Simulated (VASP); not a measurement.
# AlIr (Pm-3m) in VASP: a series of runs

AlIr is run at these levels: LDA, LDA+U; tasks: relaxation of cell and atoms.

Everything below comes from runs of VASP 6.6.1. Logs are shortened: lines on timing, memory, paths and dates and some standing lists are left out, and cuts for length are marked.

## (1) The cell of the first run

Symmetry: Pm-3m, No. 221, cubic system. The conventional cell has a = 2.970 Å, b = 2.970 Å, c = 2.970 Å, α = 90.00°, β = 90.00°, γ = 90.00°. Al (site symmetry m-3m) has 8 Ir at 2.57 Å and 6 Al at 2.97 Å within 3.4 Å. Within 3.4 Å of Ir (site symmetry m-3m) lie 8 Al at 2.57 Å and 6 Ir at 2.97 Å.

## (2) Relaxation of cell and atoms, LDA, target pressure 5 GPa, at which the enthalpy is minimised

Contents of INCAR:

```
SYSTEM = AlIr
PREC = Accurate ; ENCUT = 600
EDIFF = 1E-6 ; ISMEAR = -1
SIGMA = 0.1 ; LREAL = .FALSE.
LASPH = .TRUE. ; NELM = 60
ALGO = Normal ; ISIF = 3
LWAVE = .FALSE. ; LCHARG = .FALSE.
GGA = CA ; IBRION = 2
NSW = 100 ; EDIFFG = -0.002
PSTRESS = 50.0
```

Contents of KPOINTS:

```
regular mesh
0
G
  14 14 14
  0 0 0
```

Contents of POSCAR:

```
AlIr
1.0
    2.9697314270      0.0000000000      0.0000000000
    0.0000000000      2.9697314270      0.0000000000
    0.0000000000      0.0000000000      2.9697314270
Al Ir
1 1
Direct
    0.0000000000      0.0000000000      0.0000000000
    0.5000000000      0.5000000000      0.5000000000
```

Potentials or basis: VASP PAW LDA potentials, release 64 (Al, Ir).

Command:

```console
> cat potpaw_LDA.64/Al/POTCAR potpaw_LDA.64/Ir/POTCAR > POTCAR
> mpirun -np 1 vasp_std > vasp.out
```

OUTCAR:

```text
SYSTEM = AlIr
   PREC = Accurate
   ENCUT = 600
   EDIFF = 1E-6
   ISMEAR = -1
   LREAL = .FALSE.
   LASPH = .TRUE.
   NELM = 60
   ISIF = 3
   GGA = CA
   IBRION = 2
   NSW = 100
   EDIFFG = -0.002
   PSTRESS = 50.0

 ion  position               nearest neighbor table
   1  0.000  0.000  0.000-   2 2.57   2 2.57   2 2.57   2 2.57   2 2.57   2 2.57   2 2.57   2 2.57

   2  0.500  0.500  0.500-   1 2.57   1 2.57   1 2.57   1 2.57   1 2.57   1 2.57   1 2.57   1 2.57

  LATTYP: Found a simple cubic cell.
 ALAT       =     2.9697314270

  Lattice vectors:

 A1 = (   2.9697314270,   0.0000000000,   0.0000000000)
 A2 = (   0.0000000000,   2.9697314270,   0.0000000000)
 A3 = (   0.0000000000,   0.0000000000,   2.9697314270)

Analysis of symmetry for initial positions (statically):
=====================================================================
 Subroutine PRICEL returns:
 Original cell was already a primitive cell.

 Routine SETGRP: Setting up the symmetry group for a
 simple cubic supercell.

 Subroutine GETGRP returns: Found 48 space group operations
 (whereof 48 operations were pure point group operations)
 out of a pool of 48 trial point group operations.

The static configuration has the point symmetry O_h .

Analysis of symmetry for dynamics (positions and initial velocities):
=====================================================================
 Subroutine PRICEL returns:
 Original cell was already a primitive cell.

 Routine SETGRP: Setting up the symmetry group for a
 simple cubic supercell.

 Subroutine GETGRP returns: Found 48 space group operations
 (whereof 48 operations were pure point group operations)
 out of a pool of 48 trial point group operations.

The dynamic configuration has the point symmetry O_h .

 Subroutine INISYM returns: Found 48 space group operations
 (whereof 48 operations are pure point group operations),
 and found     1 'primitive' translations

----------------------------------------------------------------------------------------

                                     Primitive cell

  volume of cell :      26.1910

  direct lattice vectors                    reciprocal lattice vectors
     2.969731427  0.000000000  0.000000000     0.336730787  0.000000000  0.000000000
     0.000000000  2.969731427  0.000000000     0.000000000  0.336730787  0.000000000
     0.000000000  0.000000000  2.969731427     0.000000000  0.000000000  0.336730787

  length of vectors
[... 98 lines left out ...]
   EFERMI_NEDOS =   21; number of points for ismear=-14 and -15
   IALGO  =     38    algorithm
   IMIX   =      4    mixing-type and parameters
     AMIX     =   0.40;   BMIX     =  1.00
     AMIX_MAG =   1.60;   BMIX_MAG =  1.00
  volume/ion in A,a.u.               =      13.10        88.37
  Fermi-wavevector in a.u.,A,eV,Ry     =   1.262074  2.384974 21.671770  1.592830
  Thomas-Fermi vector in A             =   2.395500
   LORBIT       =      0    0 simple, 1 ext, 2 COOP (PROOUT), +10 PAW based schemes
   GGA     = CA    functional components
   LHFCALC =     F    Hartree Fock is set to
   AEXX    =    0.0000 exact exchange contribution
   IVDW    =     0    specifies the selected vdW correction
   LEPSILON=     F    determine dielectric tensor
   LRPA    =     F    only Hartree local field effects (RPA)
 conjugate gradient relaxation of ions
 non-spin polarized calculation
  energy-cutoff  :      600.00
  volume of cell :       26.19
 maximum number of plane-waves:       912
 NGX is ok and might be reduce to    24
   NGX = 11   NGY = 11   NGZ = 11

--------------------------------------- Ionic step        1  -------------------------------------------

 number of electron      12.0000000 magnetization

 Free energy of the ion-electron system (eV)
  ---------------------------------------------------
  ext. energy  EPLUGINS =         0.00000000
  ---------------------------------------------------
  free energy    TOTEN  =       -16.46612559 eV

  energy without entropy =      -16.44886587  energy(sigma->0) =      -16.45749573

------------------------ aborting loop because EDIFF is reached ----------------------------------------

  FORCE on cell =-STRESS in cart. coord.  units (eV):
  Direction    XX          YY          ZZ          XY          YZ          ZX
  --------------------------------------------------------------------------------------
  -------------------------------------------------------------------------------------
  Total        0.2096240      0.2096240      0.2096240     -0.0000000     -0.0000000     -0.0000000
  in kB       12.8233075     12.8233075     12.8233075     -0.0000000     -0.0000000     -0.0000000
  external PRESSURE =     -37.1766925 kB  Pullay stress =      50.0000000 kB
[... 177 lines left out ...]
--------------------------------------- Ionic step        6  -------------------------------------------

 number of electron      11.9999999 magnetization

 Free energy of the ion-electron system (eV)
  ---------------------------------------------------
  ext. energy  EPLUGINS =         0.00000000
  ---------------------------------------------------
  free energy    TOTEN  =       -16.45922910 eV

  energy without entropy =      -16.44246510  energy(sigma->0) =      -16.45084710

 E-fermi :  11.3096     XC(G=0): -12.9973

 val. band max:       11.2117456100   @ k =   0.5000   0.4286   0.0714
 cond. band min:      11.3163425632   @ k =   0.4286   0.4286   0.0000
 fundamental gap:      0.1045969532
 Fermi energy:        11.3096205955

 k-point     1 :       0.0000    0.0000    0.0000
  band No.  band energies     occupation
      1      -1.3149      2.00000
      2       5.1194      2.00000
      3       5.1194      2.00000
      4       9.4335      2.00000
      5       9.4335      2.00000
      6       9.4335      2.00000
      7      15.6304      0.00000
      8      15.6304      0.00000
      9      15.6304      0.00000
     10      21.3770      0.00000
[... 287 lines left out ...]
 k-point    24 :       0.3571    0.2143    0.0000
  band No.  band energies     occupation
      1       1.8351      2.00000
      2       4.8153      2.00000
      3       6.3096      2.00000
      4       7.3784      2.00000
      5       7.8487      2.00000
      6       8.8172      2.00000
      7      12.1190      0.00061
      8      15.7951      0.00000
      9      18.6458      0.00000
     10      20.6705      0.00000

 [... further k-points ...]

------------------------ aborting loop because EDIFF is reached ----------------------------------------

  FORCE on cell =-STRESS in cart. coord.  units (eV):
  Direction    XX          YY          ZZ          XY          YZ          ZX
  --------------------------------------------------------------------------------------
  -------------------------------------------------------------------------------------
  Total        0.8059934      0.8059934      0.8059934     -0.0000000     -0.0000000      0.0000000
  in kB       49.9815427     49.9815427     49.9815427     -0.0000000     -0.0000000      0.0000000
  external PRESSURE =      -0.0184573 kB  Pullay stress =      50.0000000 kB
[... 21 lines left out ...]
  energy  without entropy=      -16.4424651023  energy(sigma->0) =      -16.45084710

  enthalpy is  TOTEN    =       -15.6529380797 eV   P V=        0.8062910195

 reached required accuracy - stopping structural energy minimisation
```

OSZICAR:

```text
N       E                     dE             d eps       ncg     rms          rms(c)
DAV:   1     0.665296228613E+02    0.66530E+02   -0.59091E+03  2408   0.122E+03
DAV:   2    -0.141621280570E+02   -0.80692E+02   -0.74691E+02  2410   0.248E+02
DAV:   3    -0.171559398836E+02   -0.29938E+01   -0.29527E+01  2978   0.536E+01
DAV:   4    -0.172009948044E+02   -0.45055E-01   -0.44996E-01  2926   0.623E+00
[... 36 lines left out ...]
   5 F= -.15652937E+02 E0= -.15644552E+02  d E =0.452485E-06
       N       E                     dE             d eps       ncg     rms          rms(c)
DAV:   1    -0.164592322850E+02    0.14969E-03   -0.82487E-05  2538   0.146E-01    0.178E-02
DAV:   2    -0.164592291854E+02    0.30995E-05   -0.19658E-05  2788   0.537E-02    0.216E-03
DAV:   3    -0.164592290992E+02    0.86187E-07   -0.29779E-07  1204   0.678E-03
   6 F= -.15652938E+02 E0= -.15644556E+02  d E =-.322306E-06
```

Run time: 22 s. Hardware: 1 thread of Intel Xeon 6975P-C (Granite Rapids), shared host; peak memory 0.17 GiB.

Results:

- Free energy: -16.4592 eV
- Relaxed volume: 12.92 Å³/atom
- Relaxed cell: a = 2.956 Å, b = 2.956 Å, c = 2.956 Å, α = 90.00°, β = 90.00°, γ = 90.00°
- Space group after relaxing (to 0.05 Å): Pm-3m (No. 221)
- Energy change on relaxing (the enthalpy is what falls): +3.4 meV/atom
- Ionic steps: 6
- Pressure after relaxing: 5.0 GPa
- Band gap on the k mesh: zero (band 6 reaches 12.61 eV, above the bottom of band 7 at 11.05 eV)

Step by step:
| step | energy change (eV) | largest force (eV/Å) | pressure (GPa) | volume (Å³) |
| --- | --- | --- | --- | --- |
| 1 | 0.0000 | 0.0000 | 1.28 | 26.19 |
| 2 | 0.0532 | 0.0000 | 14.25 | 25.06 |
| 3 | 0.0068 | 0.0000 | 4.96 | 25.84 |
| 4 | 0.0070 | 0.0000 | 5.03 | 25.83 |
| 5 | 0.0067 | 0.0000 | 4.95 | 25.84 |
| 6 | 0.0069 | 0.0000 | 5.00 | 25.84 |

Final structure:
```cif
data_structure
_symmetry_space_group_name_H-M 'P 1'
_symmetry_Int_Tables_number 1
_cell_length_a 2.9563
_cell_length_b 2.9563
_cell_length_c 2.9563
_cell_angle_alpha 90.000
_cell_angle_beta 90.000
_cell_angle_gamma 90.000
_cell_volume 25.84
loop_
_atom_site_label
_atom_site_type_symbol
_atom_site_fract_x
_atom_site_fract_y
_atom_site_fract_z
_atom_site_occupancy
Al1 Al 0.00000 0.00000 0.00000 1
Ir1 Ir 0.50000 0.50000 0.50000 1
```

Caveat: the cell is relaxed towards a set pressure, so the enthalpy falls and the energy may rise; spin-orbit coupling is left out, which moves the levels of the heavy elements.

## (3) Relaxation of cell and atoms, LDA

This run uses another cell than the first one, of 13.43 Å³/atom, 1.025 times its volume.

Contents of INCAR:

```
PREC = Accurate
ENCUT = 600
EDIFF = 1E-6
ISMEAR = -1
SIGMA = 0.1
LREAL = False
LASPH = True
NELM = 60
ALGO = Normal
ISIF = 3
LWAVE = False
LCHARG = False
GGA = CA
IBRION = 2
NSW = 100
EDIFFG = -0.002
```

Contents of KPOINTS:

```
Automatic mesh
0
Gamma
  14 14 14
```

Contents of POSCAR:

```
AlIr
1.0
    2.9945548500      0.0000000000      0.0000000000
    0.0000000000      2.9945548500      0.0000000000
    0.0000000000      0.0000000000      2.9945548500
Al Ir
1 1
Direct
    0.0000000000      0.0000000000      0.0000000000
    0.5000000000      0.5000000000      0.5000000000
```

Potentials or basis: VASP PAW LDA potentials, release 64 (Al, Ir).

Command:

```console
> cat potpaw_LDA.64/Al/POTCAR potpaw_LDA.64/Ir/POTCAR > POTCAR
> mpirun -np 1 vasp_std > vasp.out
```

Run time: 22 s. Hardware: 1 thread of Intel Xeon 6975P-C (Granite Rapids), shared host; peak memory 0.18 GiB.

It converged, with:

| Item | Value |
| --- | --- |
| Free energy | -16.4667 eV |
| Relaxed volume | 13.16 Å³/atom |
| Relaxed cell | a = 2.975 Å, b = 2.975 Å, c = 2.975 Å, α = 90.00°, β = 90.00°, γ = 90.00° |
| Space group after relaxing (to 0.05 Å) | Pm-3m (No. 221) |
| Energy gained by relaxing | 4.2 meV/atom |
| Ionic steps | 6 |
| Pressure after relaxing | 0.0 GPa |
| Band gap on the k mesh | zero (band 6 reaches 12.27 eV, above the bottom of band 7 at 10.75 eV) |

The path:
| step | energy change (eV) | largest force (eV/Å) | pressure (GPa) | volume (Å³) |
| --- | --- | --- | --- | --- |
| 1 | 0.0000 | 0.0000 | -4.96 | 26.85 |
| 2 | 0.0280 | 0.0000 | 11.56 | 25.27 |
| 3 | -0.0084 | 0.0000 | -0.07 | 26.33 |
| 4 | -0.0084 | 0.0000 | 0.03 | 26.32 |
| 5 | -0.0084 | 0.0000 | -0.04 | 26.32 |
| 6 | -0.0084 | 0.0000 | 0.00 | 26.32 |

Final structure:
```
Al Ir
1.0
     2.97456    0.00000    0.00000
     0.00000    2.97456    0.00000
     0.00000    0.00000    2.97456
Al Ir
1 1
Cartesian
  0.0000 0.0000 0.0000
  1.4873 1.4873 1.4873
```

Levels at points of the mesh, in eV from the Fermi level:
```
           k point  band 3  band 4  band 5  band 6  band 7  band 8  band 9  band 10
(0.00, 0.00, 0.00)   -6.01   -1.82   -1.82   -1.82    4.29    4.29    4.29    10.01
(0.50, 0.00, 0.00)   -5.21   -3.81   -3.81   -1.53    0.27    5.96    9.21     9.21
(0.50, 0.50, 0.00)   -3.35   -3.35   -3.27   -3.27   -0.26    2.31    5.28     9.07
(0.50, 0.50, 0.50)   -6.92   -0.14   -0.14    1.04    2.05    2.05    2.05     6.72
```

Caveat: spin-orbit coupling is left out, which moves the levels of the heavy elements.

[end of part 1 of 2]
